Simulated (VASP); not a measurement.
# TiAl (Pm-3m) in VASP: further runs

The runs below take TiAl through single point, with PBEsol.

All numbers are computed with VASP 6.6.1; they aren't measurements. Logs are shortened: lines on timing, memory, paths and dates and some standing lists are left out, and cuts for length are marked.

## (1) The cell of the first run

Symmetry: Pm-3m, No. 221, cubic system. Conventional cell: a = 3.251 Å, b = 3.251 Å, c = 3.251 Å, α = 90.00°, β = 90.00°, γ = 90.00°. Within 3.7 Å of Ti (site symmetry m-3m) lie 8 Al at 2.82 Å and 6 Ti at 3.25 Å. Al (site symmetry m-3m) has 8 Ti at 2.82 Å and 6 Al at 3.25 Å within 3.7 Å.

## (2) Single point, PBEsol (strain +0.030 along x and y, +0.030 along z)

Input file INCAR:

```
SYSTEM = TiAl
ALGO = Fast
EDIFF = 1E-7
ENCUT = 520
GGA = PS
ISIF = 2
ISMEAR = 0
LASPH = .TRUE.
LCHARG = .FALSE.
LREAL = .FALSE.
LWAVE = .FALSE.
NBANDS = 14
NELM = 100
PREC = Accurate
SIGMA = 0.15
```

Input file KPOINTS:

```
k-points
0
G
  20 20 20
  0 0 0
```

Input file POSCAR:

```
TiAl
1.0
    3.2511682997      0.0000000000      0.0000000000
    0.0000000000      3.2511682997      0.0000000000
    0.0000000000      0.0000000000      3.2511682997
Ti Al
1 1
Direct
    0.0000000000      0.0000000000      0.0000000000
    0.5000000000      0.5000000000      0.5000000000
```

Potentials or basis: VASP PAW PBE potentials, release 64 (Ti_sv, Al).

On the command line:

```
cat potpaw_PBE.64/Ti_sv/POTCAR potpaw_PBE.64/Al/POTCAR > POTCAR
mpirun -np 1 vasp_std > vasp.out
```

OUTCAR:

```text
SYSTEM = TiAl
   EDIFF = 1E-7
   ENCUT = 520
   GGA = PS
   ISIF = 2
   ISMEAR = 0
   LASPH = .TRUE.
   LREAL = .FALSE.
   NELM = 100
   PREC = Accurate

 ion  position               nearest neighbor table
   1  0.000  0.000  0.000-   2 2.82   2 2.82   2 2.82   2 2.82   2 2.82   2 2.82   2 2.82   2 2.82

   2  0.500  0.500  0.500-   1 2.82   1 2.82   1 2.82   1 2.82   1 2.82   1 2.82   1 2.82   1 2.82

  LATTYP: Found a simple cubic cell.
 ALAT       =     3.2511682997

  Lattice vectors:

 A1 = (   3.2511682997,   0.0000000000,   0.0000000000)
 A2 = (   0.0000000000,   3.2511682997,   0.0000000000)
 A3 = (   0.0000000000,   0.0000000000,   3.2511682997)

Analysis of symmetry for initial positions (statically):
=====================================================================
 Subroutine PRICEL returns:
 Original cell was already a primitive cell.

 Routine SETGRP: Setting up the symmetry group for a
 simple cubic supercell.

 Subroutine GETGRP returns: Found 48 space group operations
 (whereof 48 operations were pure point group operations)
 out of a pool of 48 trial point group operations.

The static configuration has the point symmetry O_h .

Analysis of symmetry for dynamics (positions and initial velocities):
=====================================================================
 Subroutine PRICEL returns:
 Original cell was already a primitive cell.

 Routine SETGRP: Setting up the symmetry group for a
 simple cubic supercell.

 Subroutine GETGRP returns: Found 48 space group operations
 (whereof 48 operations were pure point group operations)
 out of a pool of 48 trial point group operations.

The dynamic configuration has the point symmetry O_h .

 Subroutine INISYM returns: Found 48 space group operations
 (whereof 48 operations are pure point group operations),
 and found     1 'primitive' translations

----------------------------------------------------------------------------------------

                                     Primitive cell

  volume of cell :      34.3652

  direct lattice vectors                    reciprocal lattice vectors
     3.251168300  0.000000000  0.000000000     0.307581739  0.000000000  0.000000000
     0.000000000  3.251168300  0.000000000     0.000000000  0.307581739  0.000000000
     0.000000000  0.000000000  3.251168300     0.000000000  0.000000000  0.307581739

  length of vectors
     3.251168300  3.251168300  3.251168300     0.307581739  0.307581739  0.307581739

  position of ions in fractional coordinates (direct lattice)
     0.000000000  0.000000000  0.000000000
     0.500000000  0.500000000  0.500000000

  ion indices of the primitive-cell ions
   primitive index   ion index
                 1           1
                 2           2

----------------------------------------------------------------------------------------

 KPOINTS: k-points

Automatic generation of k-mesh.
 Grid dimensions read from file:
 generate k-points for:   20   20   20

 Generating k-lattice:

  Cartesian coordinates                     Fractional coordinates (reciprocal lattice)
     0.015379087  0.000000000  0.000000000     0.050000000  0.000000000  0.000000000
     0.000000000  0.015379087  0.000000000     0.000000000  0.050000000  0.000000000
     0.000000000  0.000000000  0.015379087     0.000000000  0.000000000  0.050000000

  Length of vectors
     0.015379087  0.015379087  0.015379087

  Shift w.r.t. Gamma in fractional coordinates (k-lattice)
     0.000000000  0.000000000  0.000000000

 Subroutine IBZKPT returns following result:
 ===========================================

 Found    286 irreducible k-points:

 Following reciprocal coordinates:
            Coordinates               Weight
  0.000000  0.000000  0.000000      1.000000
  0.050000  0.000000  0.000000      6.000000
  0.100000  0.000000  0.000000      6.000000
  0.150000  0.000000  0.000000      6.000000
  0.200000  0.000000  0.000000      6.000000
  0.250000  0.000000  0.000000      6.000000
[... 16 lines left out ...]
  0.150000  0.100000  0.000000     24.000000
  0.200000  0.100000  0.000000     24.000000
 [... further k-points ...]
   k-points           NKPTS =    286   k-points in BZ     NKDIM =    286   number of bands    NBANDS=     14
   number of dos      NEDOS =    301   number of ions     NIONS =      2
   total plane-waves  NPLWV =  13824
   dimension x,y,z NGX =    24 NGY =   24 NGZ =   24
   dimension x,y,z NGXF=    48 NGYF=   48 NGZF=   48
   ions per type =               1   1
   NGX,Y,Z   is equivalent  to a cutoff of  12.27, 12.27, 12.27 a.u.
   NGXF,Y,Z  is equivalent  to a cutoff of  24.54, 24.54, 24.54 a.u.
 SYSTEM =  TiAl
   PREC   = accura    normal or accurate (medium, high low for compatibility)
   ISTART =      0    job   : 0-new  1-cont  2-samecut
   ICHARG =      2    charge: 1-file 2-atom 10-const
   ISPIN  =      1    spin polarized calculation?
   LNONCOLLINEAR =      F non collinear calculations
   LSORBIT =      F    spin-orbit coupling
   LASPH  =      T    aspherical Exc in radial PAW
   ENCUT  =  520.0 eV  38.22 Ry    6.18 a.u.   6.05  6.05  6.05*2*pi/ulx,y,z
   NELM   =    100;   NELMIN=  2; NELMDL= -5     # of ELM steps
   EDIFF  = 0.1E-06   stopping-criterion for ELM
   LREAL  =      F    real-space projection
   EDIFFG = 0.1E-05   stopping-criterion for IOM
   NSW    =      0    number of steps for IOM
   IBRION =     -1    ionic relax: 0-MD 1-quasi-New 2-CG
   NFREE  =      0    steps in history (QN), initial steepest desc. (CG)
   ISIF   =      2    stress and relaxation
   ISYM   =      2    0-nonsym 1-usesym 2-fastsym
   POTIM  = 0.5000    time-step for ionic-motion
   TEBEG  =    0.0;   TEEND  =   0.0 temperature during run
   PSTRESS=    0.0 pullay stress
   NELECT =      15.0000    total number of electrons
   NUPDOWN=      -1.0000    fix difference up-down
   EMIN   =  10.00;   EMAX   =-10.00  energy-range for DOS
   EFERMI =   0.00;   METHOD = LEGACY
   ISMEAR =     0;   SIGMA  =   0.15  broadening in eV -4-tet -1-fermi 0-gaus
   EFERMI_NEDOS =   21; number of points for ismear=-14 and -15
   IALGO  =     68    algorithm
   IMIX   =      4    mixing-type and parameters
     AMIX     =   0.40;   BMIX     =  1.00
     AMIX_MAG =   1.60;   BMIX_MAG =  1.00
  volume/ion in A,a.u.               =      17.18       115.95
  Fermi-wavevector in a.u.,A,eV,Ry     =   1.241840  2.346738 20.982465  1.542168
  Thomas-Fermi vector in A             =   2.376221
   LORBIT       =      0    0 simple, 1 ext, 2 COOP (PROOUT), +10 PAW based schemes
   GGA     = PS    functional components
   LHFCALC =     F    Hartree Fock is set to
   AEXX    =    0.0000 exact exchange contribution
   IVDW    =     0    specifies the selected vdW correction
   LEPSILON=     F    determine dielectric tensor
   LRPA    =     F    only Hartree local field effects (RPA)
 non-spin polarized calculation
 RMM-DIIS sequential band-by-band and
 Gauss-broadening in eV      SIGMA  =   0.15
  energy-cutoff  :      520.00
  volume of cell :       34.37
 maximum number of plane-waves:       952
   NGX = 13   NGY = 13   NGZ = 13

 number of electron      15.0000007 magnetization

 Free energy of the ion-electron system (eV)
  ---------------------------------------------------
  ext. energy  EPLUGINS =         0.00000000
  ---------------------------------------------------
  free energy    TOTEN  =       -12.89694550 eV

  energy without entropy =      -12.86638030  energy(sigma->0) =      -12.88166290

 E-fermi :   7.9803     XC(G=0): -10.9010

 val. band max:        7.9763814008   @ k =   0.3500   0.3000   0.2000
 cond. band min:       7.9827851165   @ k =   0.3500   0.3000   0.3000
 fundamental gap:      0.0064037157
 Fermi energy:         7.9802553125

 k-point     1 :       0.0000    0.0000    0.0000
  band No.  band energies     occupation
      1     -48.8180      2.00000
      2     -25.1229      2.00000
      3     -25.1229      2.00000
      4     -25.1229      2.00000
      5      -0.9735      2.00000
      6       6.6971      2.00000
      7       6.6971      2.00000
      8       9.6211      0.00000
      9       9.6211      0.00000
     10       9.6211      0.00000
     11      12.0938      0.00000
     12      12.0938      0.00000
     13      12.0939      0.00000
     14      16.4572      0.00000

 k-point     2 :       0.0500    0.0000    0.0000
  band No.  band energies     occupation
      1     -48.8178      2.00000
      2     -25.1263      2.00000
      3     -25.1226      2.00000
      4     -25.1226      2.00000
      5      -0.9357      2.00000
      6       6.6767      2.00000
      7       6.7136      2.00000
      8       9.5542      0.00000
      9       9.5542      0.00000
     10       9.6254      0.00000
     11      11.9194      0.00000
     12      12.1894      0.00000
     13      12.1894      0.00000
     14      16.5639      0.00000

 k-point     3 :       0.1000    0.0000    0.0000
  band No.  band energies     occupation
      1     -48.8170      2.00000
      2     -25.1359      2.00000
      3     -25.1218      2.00000
      4     -25.1218      2.00000
      5      -0.8229      2.00000
      6       6.6033      2.00000
      7       6.7622      2.00000
      8       9.3811      0.00000
      9       9.3811      0.00000
     10       9.6380      0.00000
     11      11.4917      0.00000
     12      12.4492      0.00000
     13      12.4492      0.00000
     14      16.2775      0.00000
[... 324 lines left out ...]
 k-point    23 :       0.1500    0.1000    0.0000
  band No.  band energies     occupation
      1     -48.8147      2.00000
      2     -25.1497      2.00000
      3     -25.1333      2.00000
      4     -25.1194      2.00000
      5      -0.4899      2.00000
      6       6.5027      2.00000
      7       6.7829      2.00000
      8       8.8695      0.00000
      9       9.1374      0.00000
     10       9.5063      0.00000
     11      11.3085      0.00000
     12      12.1765      0.00000
     13      13.1173      0.00000
     14      16.3285      0.00000

 k-point    24 :       0.2000    0.1000    0.0000
  band No.  band energies     occupation
      1     -48.8132      2.00000
      2     -25.1684      2.00000
      3     -25.1316      2.00000
      4     -25.1177      2.00000
      5      -0.2354      2.00000
      6       6.2358      2.00000
      7       6.8801      2.00000
      8       8.6444      0.00000
      9       8.9239      0.00000
     10       9.5246      0.00000
     11      10.9136      0.00000
     12      12.5526      0.00000
     13      13.5405      0.00000
     14      16.1309      0.00000

 [... further k-points ...]

------------------------ aborting loop because EDIFF is reached ----------------------------------------

  FORCE on cell =-STRESS in cart. coord.  units (eV):
  Direction    XX          YY          ZZ          XY          YZ          ZX
  --------------------------------------------------------------------------------------
  -------------------------------------------------------------------------------------
  Total       -1.8695352     -1.8695352     -1.8695352      0.0000000      0.0000000     -0.0000000
  in kB      -87.1617379    -87.1617379    -87.1617379      0.0000000      0.0000000     -0.0000000
  external PRESSURE =     -87.1617379 kB  Pullay stress =       0.0000000 kB

 VOLUME and BASIS-vectors are now :
 -----------------------------------------------------------------------------
  energy-cutoff  :      520.00
  volume of cell :       34.37
      direct lattice vectors                 reciprocal lattice vectors
     3.251168300  0.000000000  0.000000000     0.307581739  0.000000000  0.000000000
     0.000000000  3.251168300  0.000000000     0.000000000  0.307581739  0.000000000
     0.000000000  0.000000000  3.251168300     0.000000000  0.000000000  0.307581739

 POSITION                                       TOTAL-FORCE (eV/Angst)
 -----------------------------------------------------------------------------------
      0.00000      0.00000      0.00000         0.000000      0.000000      0.000000
      1.62558      1.62558      1.62558         0.000000      0.000000      0.000000
 -----------------------------------------------------------------------------------
    total drift:                                0.000000      0.000000      0.000000

  FREE ENERGIE OF THE ION-ELECTRON SYSTEM (eV)
  ---------------------------------------------------
  free  energy   TOTEN  =       -12.8969455009 eV

  energy  without entropy=      -12.8663803048  energy(sigma->0) =      -12.88166290
```

Wall time 3.4 min (1 thread of AMD EPYC 7R13 (Zen 3), shared host); peak memory 0.23 GiB.

What came out:

* Free energy: -12.8969 eV
* Pressure: -8.7 GPa
* Band gap on the k mesh: zero (an odd number of electrons rules out a gap without spin polarisation)

Caveat: the cell differs from its parent crystal (strain +0.030 along x and y, +0.030 along z); the cell stands under tension; the PAW data sets were made with another functional, which shifts forces and pressure a little.

## (3) Single point, PBEsol (strain -0.030 along x and y, -0.030 along z)

Input file INCAR:

```
ALGO     = Normal         # electronic algorithm
EDIFF    = 1E-6           # SCF threshold, eV
ENCUT    = 520            # plane-wave cutoff, eV
GGA      = PS             # functional
ISIF     = 2              # what is computed and relaxed
ISMEAR   = 0              # smearing method
LASPH    = T              # aspherical terms in the spheres
LCHARG   = T              # write CHGCAR
LELF     = T              # ELF
LREAL    = F              # projectors in reciprocal space
LVHAR    = T            
LWAVE    = F              # write WAVECAR
NBANDS   = 14             # bands
NELM     = 80             # most SCF steps
PREC     = Accurate       # precision mode
SIGMA    = 0.15           # smearing width, eV
```

Input file KPOINTS:

```
k-points
0
Gamma
  20 20 20
```

Input file POSCAR:

```
TiAl
1.0
    3.0617798551      0.0000000000      0.0000000000
    0.0000000000      3.0617798551      0.0000000000
    0.0000000000      0.0000000000      3.0617798551
Ti Al
1 1
Direct
    0.0000000000      0.0000000000      0.0000000000
    0.5000000000      0.5000000000      0.5000000000
```

Potentials or basis: VASP PAW PBE potentials, release 64 (Ti_sv, Al).

On the command line:

```
cat potpaw_PBE.64/Ti_sv/POTCAR potpaw_PBE.64/Al/POTCAR > POTCAR
mpirun -np 1 vasp_std > vasp.out
```

Run time: 68 s. Hardware: 1 thread of AMD EPYC 7R13 (Zen 3), shared host; peak memory 0.21 GiB.

It converged, with:

| Property | Result |
| --- | --- |
| Free energy | -12.8762 eV |
| Pressure | 12.9 GPa |
| Band gap on the k mesh | zero (an odd number of electrons rules out a gap without spin polarisation) |

Levels at points of the mesh, in eV from the Fermi level:
```csv
k point,band 5,band 6,band 7,band 8,band 9,band 10
"(0.00, 0.00, 0.00)",-9.76,-1.72,-1.72,2.06,2.06,2.06
"(0.50, 0.00, 0.00)",-6.14,-5.52,-0.68,0.16,0.16,2.31
"(0.50, 0.50, 0.00)",-5.33,-2.09,-2.09,-1.62,0.75,0.75
"(0.50, 0.50, 0.50)",-3.46,-3.46,-3.46,1.34,3.26,3.26
```

Caveat: the cell differs from its parent crystal (strain -0.030 along x and y, -0.030 along z); the cell stands under pressure; the PAW data sets were made with another functional, which shifts forces and pressure a little.
